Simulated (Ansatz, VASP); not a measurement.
## SnO2: VASP beside Ansatz

File POSCAR:

```
SnO2
1.0
    4.7598181028      0.0000000000      0.0000000000
    0.0000000000      4.7600576175      0.0000000000
    0.0000000000      0.0000000000      3.2007107555
Sn O
2 4
Direct
    0.5000000000      0.5000000000      0.5000000000
    0.0000000000      0.0000000000      0.0000000000
    0.3058623572      0.3059582262      0.0000000000
    0.8058623572      0.1940417738      0.5000000000
    0.1941376428      0.8059582262      0.5000000000
    0.6941376428      0.6940417738      0.0000000000
```

File INCAR.step1:

```
SYSTEM = SnO2
ALGO     = Normal         ! electronic algorithm
EDIFF    = 1E-4           ! SCF threshold, eV
ENCUT    = 520            ! plane-wave cutoff, eV
GGA      = PE             ! functional
ISMEAR   = 0              ! smearing method
LASPH    = .TRUE.         ! aspherical terms in the spheres
LCHARG   = .FALSE.        ! write CHGCAR
LREAL    = .FALSE.        ! projectors in reciprocal space
LWAVE    = .TRUE.         ! write WAVECAR
NBANDS   = 35             ! bands
NELM     = 80             ! most SCF steps
PREC     = Accurate       ! precision mode
SIGMA    = 0.05           ! smearing width, eV
```

The input INCAR.step2:

```
SYSTEM = SnO2
ALGO     = Normal         ! electronic algorithm
EDIFF    = 1E-7           ! SCF threshold, eV
ENCUT    = 520            ! plane-wave cutoff, eV
ISIF     = 2              ! what is computed and relaxed
ISMEAR   = 0              ! smearing method
ISTART   = 1            
LASPH    = .TRUE.         ! aspherical terms in the spheres
LCHARG   = .FALSE.        ! write CHGCAR
LMIXTAU  = .TRUE.       
LREAL    = .FALSE.        ! projectors in reciprocal space
LWAVE    = .FALSE.        ! write WAVECAR
METAGGA  = R2SCAN         ! meta-GGA
NBANDS   = 35             ! bands
NELM     = 80             ! most SCF steps
PREC     = Accurate       ! precision mode
SIGMA    = 0.05           ! smearing width, eV
```

The input KPOINTS:

```
k-points
0
G
  6 6 10
  0 0 0
```

Input for Ansatz:

```yaml
crystal:
  lattice:
    - [4.7598181028, 0.0, 0.0]
    - [0.0, 4.7600576175, 0.0]
    - [0.0, 0.0, 3.2007107555]
  atoms:
    - { symbol: Sn, position: [0.5, 0.5, 0.5] }
    - { symbol: Sn, position: [0.0, 0.0, 0.0] }
    - { symbol: O, position: [0.3058623572, 0.3059582262, 0.0] }
    - { symbol: O, position: [0.8058623572, 0.1940417738, 0.5] }
    - { symbol: O, position: [0.1941376428, 0.8059582262, 0.5] }
    - { symbol: O, position: [0.6941376428, 0.6940417738, 0.0] }
basis:
  ecutwfc: 500
kpoints:
  mp_grid: { grid: [6, 6, 10] }
hamiltonian:
  xc: r2scan
scf:
  occupations: { method: gaussian, width: 0.05 }
output:
  forces: true
  stress: true
  eigenvalues: true
  write_density: true
  write_potential: true
  elf: true
  volumetric_format: npy
```

Alike in both runs: task single point; functional r2SCAN; k mesh 6 × 6 × 10; occupations gaussian, width 0.05 eV; no spin polarisation.

|  | VASP | Ansatz |
| --- | --- | --- |
| version | VASP 6.6.1 | Ansatz 0.2.0 |
| potentials or method | VASP PAW PBE potentials, release 64 (Sn_d, O), cutoff 520 eV | scalar-relativistic, plane waves, PAW |
| valence electrons in the cell | 52 | 52 |

Ansatz gave:

| Quantity | Value |
| --- | --- |
| gap on the k mesh at the Fermi level (eV) | 1.77 |
| least direct gap on the mesh (eV) | 1.77 |
| pressure (GPa) | 0.0 |
| traceless stress, the component that is largest in VASP (GPa) | 0.00 |
| rms of the force components (eV/Å) | 0.000 |

Task: What did VASP give for the same quantities?

Result: gap on the k mesh at the Fermi level (eV): 1.79; least direct gap on the mesh (eV): 1.79; pressure (GPa): 1.1; traceless stress, the component that is largest in VASP (GPa): 0.34; rms of the force components (eV/Å): 0.013.

VASP's potentials were made for PBE, not for r2SCAN. Atom by atom the forces differ by 0.013 eV/Å (rms over components). The functional is the same, so the differences come from potentials, cutoffs and numerics.
